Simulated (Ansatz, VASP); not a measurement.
# One calculation of Sb, two programs

```
Sb
1.0
     3.35453    0.00000    0.00000
    -1.67727    2.90511    0.00000
     0.00000    0.00000    5.47016
Sb
2
Direct
  0.66667 0.33333 0.75000
  0.33333 0.66667 0.25000
```

Alike in both runs: task single point; functional r2SCAN-based global hybrid with a share of 0.35 of exact exchange; k mesh 5 × 5 × 3; occupations fermi-dirac, width 0.05 eV; no spin polarisation.

|  | VASP | Ansatz |
| --- | --- | --- |
| version | VASP 6.6.1 | Ansatz 0.2.0 |
| potentials or method | VASP PAW PBE potentials, release 64 (Sb_d_GW) | Ansatz PAW |
| plane-wave cutoff (eV) | 440 | 500 |
| valence electrons in the cell | 30 | 30 |

Ansatz gave:

* gap on the k mesh at the Fermi level (eV): none
* pressure (GPa): -3.1
* traceless stress, the component that is largest in VASP (GPa): 4.18

Question: Estimate VASP's values.

Answer: gap on the k mesh at the Fermi level (eV): none; pressure (GPa): -3.4; traceless stress, the component that is largest in VASP (GPa): 4.14.

VASP's potentials were made for PBE, not for r2SCAN-based global hybrid. A gap of «none» marks a metal or a gap that the smearing closes.

The k mesh is coarse, so the values compare programs but aren't converged. Spin-orbit coupling is off throughout.
